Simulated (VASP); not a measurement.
# Si8O17 (a cell with a defect): single point with PBE

System: Si8O17 (a cell with a defect).

```
Si O
1.0
    -4.17730   -4.17730    0.00000
     4.17730   -4.17730    0.00000
     0.00000    0.00000    5.33100
Si O
8 17
Cartesian
  -0.0826 -4.1545 0.0969
  2.0573 -2.0829 1.3323
  -0.0127 -4.2134 2.6702
  2.0722 -2.0906 3.9930
  0.0790 0.0639 -0.0016
  -2.0148 -2.0353 1.3268
  0.0873 0.0547 2.6479
  -1.8444 -2.1077 3.9721
  1.2341 -2.9152 0.0004
  0.9240 -0.6961 1.3161
  -1.3500 -5.4544 0.0311
  3.3907 -3.3336 1.3285
  1.2148 -2.8326 2.6449
  0.8865 -0.7440 3.9965
  -1.2934 -5.4625 2.6433
  3.4176 -3.3264 3.9905
  -2.8032 -2.8317 -0.0204
  0.8435 -4.9706 1.3506
  -1.0864 -1.3155 0.0451
  -0.8460 -3.4108 1.3734
  -2.8307 -2.8173 2.6770
  0.3526 -5.2102 4.1818
  -0.9870 -1.3653 2.5691
  -0.7737 -3.3777 4.0064
  1.6275 -4.7713 3.7368
```

- Program: VASP 6.6.1
- Task: single point
- Functional: PBE
- Potentials or basis: VASP PAW PBE potentials, release 64 (Si, O)
- Cutoff: 520 eV
- k mesh: 2 × 2 × 2
- Occupations: gaussian, width 0.05 eV
- Spin: collinear spin, zero start
- Starting moments: [0.0, 0.0, 0.0, 0.0, 0.0, 0.0, 0.0, 0.0, 0.0, 0.0, 0.0, 0.0, 0.0, 0.0, 0.0, 0.0, 0.0, 0.0, 0.0, 0.0, 0.0, 0.0, 0.0, 0.0, 0.0] μB
- Dipole correction: no
- Further INCAR settings: LREAL = Auto; ALGO = Normal; EDIFF = 1e-06; NBANDS = 89

```json
{"Pressure": "26.5 GPa", "Largest force": "0.450 eV/Å", "Band gap on the k mesh": "5.04 eV", "Net moment": "0.00 μB per cell", "Valence electrons inside the program's atomic spheres": "Si 1.55, 1.50, 1.44, 1.45, 1.47, 1.48 (each value once); O 5.23, 5.28, 5.25, 5.26, 5.27, 5.24, 5.30, 5.17, 5.32, 5.14 (each value once)"}
```

Forces in eV/Å, atoms in the order of the input:
```
Si  -0.018  0.015  0.031
Si  -0.002  0.023  0.006
Si   0.029 -0.001  0.046
Si   0.029  0.023  0.006
Si   0.004  0.024 -0.012
Si   0.012 -0.005  0.001
Si   0.023  0.010  0.009
Si   0.046 -0.087 -0.002
O    0.031 -0.039 -0.016
O    0.004 -0.025 -0.020
O   -0.011  0.046 -0.005
O    0.005  0.038 -0.004
O    0.008 -0.014  0.004
O    0.007 -0.006  0.002
O    0.016  0.043 -0.004
O   -0.045 -0.001 -0.002
O    0.021 -0.031 -0.012
O    0.031 -0.029  0.004
O   -0.036  0.058 -0.028
O   -0.009  0.077  0.036
O   -0.003 -0.018  0.004
O   -0.372 -0.153  0.201
O    0.012  0.031  0.007
O    0.063  0.012  0.013
O    0.157  0.010 -0.264
```

Stress tensor (GPa, compression positive):
```
30.99 -8.63 -3.58
-8.63 23.09  0.32
-3.58  0.32 25.50
```

Levels at points of the mesh, in eV from the valence-band top:
Spin up:
```csv
k point,band 65,band 66,band 67,band 68,band 69,band 70
"(0.00, 0.00, 0.00)",-0.73,-0.46,-0.04,5.13,5.62,6.58
"(0.50, 0.00, 0.00)",-0.76,-0.61,-0.12,5.04,6.76,6.90
"(0.00, 0.50, 0.00)",-0.76,-0.39,-0.20,5.18,6.33,6.94
"(0.50, 0.50, 0.00)",-0.78,-0.57,-0.15,5.07,7.11,7.67
"(0.00, 0.00, 0.50)",-0.80,-0.61,-0.02,5.26,7.11,7.63
"(0.50, 0.00, 0.50)",-0.78,-0.48,-0.13,5.14,7.70,7.76
"(0.00, 0.50, 0.50)",-0.73,-0.67,-0.12,5.26,7.14,7.94
"(0.50, 0.50, 0.50)",-1.00,-0.53,0.00,5.15,8.00,8.77
```
Spin down:
| k point | band 65 | band 66 | band 67 | band 68 | band 69 | band 70 |
| --- | --- | --- | --- | --- | --- | --- |
| (0.00, 0.00, 0.00) | -0.73 | -0.46 | -0.04 | 5.13 | 5.62 | 6.58 |
| (0.50, 0.00, 0.00) | -0.76 | -0.61 | -0.12 | 5.04 | 6.76 | 6.90 |
| (0.00, 0.50, 0.00) | -0.76 | -0.39 | -0.20 | 5.18 | 6.33 | 6.94 |
| (0.50, 0.50, 0.00) | -0.78 | -0.57 | -0.15 | 5.07 | 7.11 | 7.67 |
| (0.00, 0.00, 0.50) | -0.80 | -0.61 | -0.02 | 5.26 | 7.11 | 7.63 |
| (0.50, 0.00, 0.50) | -0.78 | -0.48 | -0.13 | 5.14 | 7.70 | 7.76 |
| (0.00, 0.50, 0.50) | -0.73 | -0.67 | -0.12 | 5.26 | 7.14 | 7.94 |
| (0.50, 0.50, 0.50) | -1.00 | -0.53 | 0.00 | 5.15 | 8.00 | 8.77 |

Wall time 3.4 min on 1 thread of AMD EPYC 9R45 96-Core Processor (Zen 5) (shared host), peak memory 0.4 GiB.

Caveat: the k points lie up to 0.59 Å⁻¹ apart.
